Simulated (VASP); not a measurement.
Input of a VASP 6.6.1 run:

Contents of INCAR:

```
PREC     = Accurate       # precision mode
ENCUT    = 600            # plane-wave cutoff, eV
EDIFF    = 1E-6           # SCF threshold, eV
ISMEAR   = 0              # smearing method
SIGMA    = 0.15           # smearing width, eV
LREAL    = F              # projectors in reciprocal space
LASPH    = T              # aspherical terms in the spheres
NELM     = 120            # most SCF steps
ALGO     = Normal         # electronic algorithm
ISIF     = 2              # what is computed and relaxed
LWAVE    = F              # write WAVECAR
LCHARG   = F              # write CHGCAR
GGA      = PE             # functional
NBANDS   = 21             # bands
GGA_COMPAT= F
```

The input KPOINTS:

```
Automatic mesh
0
Gamma
  3 3 3
```

Contents of POSCAR:

```
Mg2BeS3
1.0
    2.5247017239      1.4576372183      6.0228721985
   -2.5247017239      1.4576372183      6.0228721985
    0.0000000000     -2.9152744415      6.0228721973
Mg Be S
2 1 3
Direct
    0.7106851391      0.7106851391      0.7106851391
    0.2893148609      0.2893148609      0.2893148609
    0.0000000000      0.0000000000      0.0000000000
    0.0000000000      0.0000000000      0.5000000000
    0.5000000000      0.0000000000      0.0000000000
    0.0000000000      0.5000000000      0.0000000000
```

Potentials or basis: VASP PAW PBE potentials, release 64 (Mg, Be, S).

Run with:

```bash
$ cat potpaw_PBE.64/Mg/POTCAR potpaw_PBE.64/Be/POTCAR potpaw_PBE.64/S/POTCAR > POTCAR
$ mpirun -np 1 vasp_std > vasp.out
```

Question: What does it give for the pressure?

Answer: -0.1 GPa.

Question: Estimate the largest force.

Answer: 0.018 eV/Å.

Question: Estimate the band gap on the k mesh.

Answer: Zero (bands 12 and 13 overlap by 1.97 eV).

Forces on the atoms (eV/Å):
```
Mg   0.000  0.000  0.018
Mg   0.000  0.000 -0.018
Be   0.000  0.000  0.000
S    0.000  0.000  0.000
S    0.000  0.000  0.000
S    0.000  0.000  0.000
```

Caveat: the k points lie up to 0.49 Å⁻¹ apart, too coarse for converged energies and pressures of a metal.
